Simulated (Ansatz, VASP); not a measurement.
## C in VASP and in Ansatz

The input INCAR:

```
SYSTEM = C
  PREC = Accurate
  ENCUT = 600
  EDIFF = 1E-6
  ISMEAR = 0
  SIGMA = 0.15
  LREAL = .False.
  LASPH = .True.
  NELM = 120
  ALGO = Normal
  ISIF = 2
  LWAVE = .False.
  LCHARG = .False.
  GGA = PS
  IVDW = 12
  NBANDS = 16
  GGA_COMPAT = .False.
```

File KPOINTS:

```
Automatic mesh
0
Gamma
  18 12 10
  0 0 0
```

The input POSCAR:

```
C
1.0
   -2.4576582504      0.0000000000      0.0000000000
    0.0000000000      0.0000000000     -3.5294825081
    0.0000000000     -4.2567889574      0.0000000000
C
4
Direct
    0.5000000000      0.0000000000      0.1596191010
    0.0000000000      0.0000000000      0.6525715352
    0.0000000000      0.0000000000      0.3403808990
    0.5000000000      0.0000000000      0.8474284648
```

Input for Ansatz:

```yaml
crystal:
  lattice:
    - [-2.4576582504, 0.0, 0.0]
    - [0.0, 0.0, -3.5294825081]
    - [0.0, -4.2567889574, 0.0]
  atoms:
    - { symbol: C, position: [0.5, 0.0, 0.159619101] }
    - { symbol: C, position: [0.0, 0.0, 0.6525715352] }
    - { symbol: C, position: [0.0, 0.0, 0.340380899] }
    - { symbol: C, position: [0.5, 0.0, 0.8474284648] }
basis:
  ecutwfc: 520.0
kpoints:
  mp_grid: { grid: [18, 12, 10] }
hamiltonian:
  xc: pbesol
  pseudopotentials: { kind: paw, azcp: { folder: soft_1 } }
  dispersion: d3bj
scf:
  occupations: { method: gaussian, width: 0.15 }
output:
  forces: true
  stress: true
  eigenvalues: true
```

Change from the starting cell: mode 8 frozen in at -0.015 Å and mode 12 at +0.045 Å (largest displacements).

Alike in both runs: task single point; functional PBEsol; dispersion D3(BJ); k mesh 18 × 12 × 10; occupations gaussian, width 0.15 eV; no spin polarisation.

```csv
,VASP,Ansatz
version,VASP 6.6.1,Ansatz 0.2.0
potentials or method,"VASP PAW PBE potentials, release 64 (C), cutoff 600 eV","scalar-relativistic, plane waves, PAW"
valence electrons in the cell,16,16
```

|  | VASP | Ansatz | Ansatz less VASP |
| --- | --- | --- | --- |
| gap on the k mesh at the Fermi level (eV) | none | none | - |
| pressure (GPa) | 4.4 | 4.1 | -0.25 |
| traceless stress, the component that is largest in VASP (GPa) | 13.54 | 13.07 | -0.476 |
| rms of the force components (eV/Å) | 3.240 | 3.228 | -0.0113 |

VASP's potentials were made for PBE, not for PBEsol, and Ansatz warns of the same on its side. Atom by atom the forces differ by 0.011 eV/Å (rms over components). A gap of «none» marks a metal or a gap that the smearing closes.
